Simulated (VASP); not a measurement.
Set up this calculation in VASP 6.6.1, as the native input.

* Task: single point
* Functional: PBE
* Potentials or basis: VASP PAW PBE potentials, release 64 (Ge_d, Mo_sv, Ru_pv)
* Cutoff: 520 eV
* k mesh: 4 × 4 × 4
* Occupations: gaussian, width 0.1 eV
* Spin: no spin polarisation
* Dipole correction: no
* Further INCAR settings: ALGO = Normal; EDIFF = 1e-06; NBANDS = 43

The structure of Ge3MoRu lies in POSCAR:

```
Ge3MoRu
1.0
    4.6824232459      0.0000000000      0.0000000000
    0.0000000000      4.6824232459      0.0000000000
    0.0000000000      0.0000000000      4.6824232459
Ge Mo Ru
3 1 1
Direct
    0.5000000000      0.0000000000      0.5000000000
    0.0000000000      0.5000000000      0.5000000000
    0.5000000000      0.5000000000      0.0000000000
    0.0000000000      0.0000000000      0.0000000000
    0.5000000000      0.5000000000      0.5000000000
```

One way to write it, as run:

INCAR

```
PREC = Accurate ; ENCUT = 520
EDIFF = 1E-6 ; ISMEAR = 0
SIGMA = 0.1 ; LREAL = False
LASPH = True ; NELM = 100
ALGO = Normal ; ISIF = 2
LWAVE = False ; LCHARG = False
GGA = PE ; NBANDS = 43
```

KPOINTS

```
Automatic mesh
0
Gamma
  4 4 4
```

Potentials or basis: VASP PAW PBE potentials, release 64 (Ge_d, Mo_sv, Ru_pv).

Command:

```console
$ cat potpaw_PBE.64/Ge_d/POTCAR potpaw_PBE.64/Mo_sv/POTCAR potpaw_PBE.64/Ru_pv/POTCAR > POTCAR
$ mpirun -np 1 vasp_std > vasp.out
```

It gave:

```json
{
  "Pressure": "0.0 GPa",
  "Band gap on the k mesh": "zero (band 35 reaches 7.05 eV, above the bottom of band 36 at 6.49 eV)"
}
```

It took 36 s on 1 thread of Intel Xeon 6975P-C, on a shared host, peak memory 0.22 GiB.
